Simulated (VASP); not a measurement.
Write the native input for VASP 6.6.1 that does the following.

- Task: density of states
- Functional: PBE
- Potentials or basis: VASP PAW PBE potentials, release 64 (Sr_sv, Ti_sv, Te)
- Cutoff: 520 eV
- k mesh: 8 × 8 × 8
- Occupations: gaussian, width 0.1 eV
- Spin: no spin polarisation
- Dipole correction: no
- k mesh for the DOS: 12 × 12 × 12
- Occupations for the DOS: tetrahedron
- Further INCAR settings: ALGO = Normal; EDIFF = 1e-06

The system is SrTiTe3.

```xyz
5
Lattice="5.4480 0.0000 0.0000 0.0000 5.4480 0.0000 0.0000 0.0000 5.4480" Properties=species:S:1:pos:R:3 pbc="T T T"
Sr    2.7240    2.7240    2.7240
Ti    0.0000    0.0000    0.0000
Te    0.0000    0.0000    2.7240
Te    0.0000    2.7240    0.0000
Te    2.7240    0.0000    0.0000
```

These files were run (other wordings do the same):

POSCAR

```
SrTiTe3
1.0
    5.4479929478      0.0000000000      0.0000000000
    0.0000000000      5.4479929478      0.0000000000
    0.0000000000      0.0000000000      5.4479929478
Sr Ti Te
1 1 3
Direct
    0.5000000000      0.5000000000      0.5000000000
    0.0000000000      0.0000000000      0.0000000000
    0.0000000000      0.0000000000      0.5000000000
    0.0000000000      0.5000000000      0.0000000000
    0.5000000000      0.0000000000      0.0000000000
```

INCAR.step1

```
SYSTEM = SrTiTe3
ALGO = Normal ; EDIFF = 1E-6
ENCUT = 520 ; GGA = PE
ISIF = 2 ; ISMEAR = 0
LASPH = .TRUE. ; LCHARG = .TRUE.
LMAXMIX = 4 ; LREAL = .FALSE.
LWAVE = .FALSE. ; NBANDS = 28
NELM = 80 ; PREC = Accurate
SIGMA = 0.1
```

KPOINTS.step1

```
k-points
0
G
  8 8 8
  0 0 0
```

INCAR.step2

```
SYSTEM = SrTiTe3
ALGO = Normal ; EDIFF = 1E-6
ENCUT = 520 ; GGA = PE
ICHARG = 11 ; ISIF = 2
ISMEAR = -5 ; LASPH = .TRUE.
LCHARG = .FALSE. ; LMAXMIX = 4
LORBIT = 10 ; LREAL = .FALSE.
LWAVE = .FALSE. ; NEDOS = 1001
NELM = 80 ; PREC = Accurate
SIGMA = 0.1
```

KPOINTS.step2

```
k-points
0
G
  12 12 12
  0 0 0
```

Potentials or basis: VASP PAW PBE potentials, release 64 (Sr_sv, Ti_sv, Te).

Command:

```bash
$ cat potpaw_PBE.64/Sr_sv/POTCAR potpaw_PBE.64/Ti_sv/POTCAR potpaw_PBE.64/Te/POTCAR > POTCAR
$ cp INCAR.step1 INCAR
$ cp KPOINTS.step1 KPOINTS
$ mpirun -np 1 vasp_std > vasp.out
$ cp INCAR.step2 INCAR
$ cp KPOINTS.step2 KPOINTS
$ mpirun -np 1 vasp_std > vasp.out
```

It gave:

```
Valence electrons inside the program's atomic spheres : Sr 7.86; Ti 10.17; Te 3.45
```

Caveat: spin-orbit coupling is left out, which moves the levels of the heavy elements.

It took 5.6 min on 1 thread of Intel(R) Xeon(R) 6975P-C (Granite Rapids), with other jobs on the host, peak memory 0.51 GiB.
